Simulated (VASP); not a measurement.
Wanted: the native input for a VASP 6.6.1 run.

```
Task                   : single point
Functional             : PBEsol
Potentials or basis    : VASP PAW PBE potentials, release 64 (Pt)
Cutoff                 : 500 eV
k mesh                 : 12 × 12 × 12
Occupations            : fermi-dirac, width 0.05 eV
Spin                   : no spin polarisation
Dipole correction      : no
Further INCAR settings : ALGO = Normal; EDIFF = 1e-06; NBANDS = 11
```

The structure of Pt lies in POSCAR:

```
Pt
1.0
    0.0000000000      1.9228206470      2.0393360000
    1.9228206470      0.0000000000      2.0393360000
    1.9228206470      1.9228206470      0.0000000000
Pt
1
Direct
    0.0000000000      0.0000000000      0.0000000000
```

The input as run:

INCAR

```
SYSTEM = Pt
PREC     = Accurate       ! precision mode
ENCUT    = 500            ! plane-wave cutoff, eV
EDIFF    = 1E-6           ! SCF threshold, eV
ISMEAR   = -1             ! smearing method
SIGMA    = 0.05           ! smearing width, eV
LREAL    = .FALSE.        ! projectors in reciprocal space
LASPH    = .TRUE.         ! aspherical terms in the spheres
NELM     = 120            ! most SCF steps
ALGO     = Normal         ! electronic algorithm
ISIF     = 2              ! what is computed and relaxed
LWAVE    = .FALSE.        ! write WAVECAR
LCHARG   = .FALSE.        ! write CHGCAR
GGA      = PS             ! functional
NBANDS   = 11             ! bands
GGA_COMPAT= .FALSE.
```

KPOINTS

```
regular mesh
0
G
  12 12 12
  0 0 0
```

Potentials or basis: VASP PAW PBE potentials, release 64 (Pt).

Command:

```bash
$ cat potpaw_PBE.64/Pt/POTCAR > POTCAR
$ mpirun -np 1 vasp_std > vasp.out
```

It gave:

```
Pressure               : -0.7 GPa
Band gap on the k mesh : zero (bands 5 and 6 overlap by 2.43 eV)
```

Caveat: the PAW data sets were made with another functional, which shifts forces and pressure a little; spin-orbit coupling is left out, which moves the levels of the heavy elements.

It took 7.9 s on 1 thread of Intel(R) Xeon(R) 6975P-C (Granite Rapids) (shared host), peak memory 0.14 GiB.
